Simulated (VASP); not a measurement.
A run of VASP 6.6.1 is set up as follows.

INCAR

```
SYSTEM = ZnSnN2
  PREC = Accurate
  ENCUT = 520
  EDIFF = 1E-7
  ISMEAR = 0
  SIGMA = 0.01
  LREAL = .False.
  LASPH = .True.
  NELM = 100
  ALGO = Normal
  ISIF = 2
  LWAVE = .False.
  LCHARG = .False.
  GGA = CA
  NBANDS = 26
```

KPOINTS

```
regular mesh
0
Gamma
  4 4 4
  0 0 0
```

Contents of POSCAR:

```
ZnSnN2
1.0
    1.5836871722      0.9143422152      5.1498174729
   -1.5836871722      0.9143422152      5.1498174729
    0.0000000000     -1.8286844304      5.1498174729
Zn Sn N
1 1 2
Direct
    1.0000000000      0.0000000000      0.0000000000
    0.5000000000      0.5000000000      0.5000000000
    0.2464698153      0.2464698153      0.2464698153
    0.7535301847      0.7535301847      0.7535301847
```

Potentials or basis: VASP PAW LDA potentials, release 64 (Zn, Sn_d, N).

Launch:

```console
$ cat potpaw_LDA.64/Zn/POTCAR potpaw_LDA.64/Sn_d/POTCAR potpaw_LDA.64/N/POTCAR > POTCAR
$ mpirun -np 1 vasp_std > vasp.out
```

Question: Estimate the pressure.

Answer: -5.0 GPa.

Question: What does it give for the band gap on the k mesh?

Answer: 0.69 eV.

Question: Predict the largest force.

Answer: 0.042 eV/Å.

Stress tensor (GPa, compression positive):
```
-4.63  0.00  0.00
 0.00 -4.63  0.00
 0.00  0.00 -5.88
```

Caveat: the k points lie up to 0.58 Å⁻¹ apart; semilocal functionals underestimate gaps, and a narrow one can read as zero; spin-orbit coupling is left out, which moves the levels of the heavy elements. A k mesh can miss the band edges.
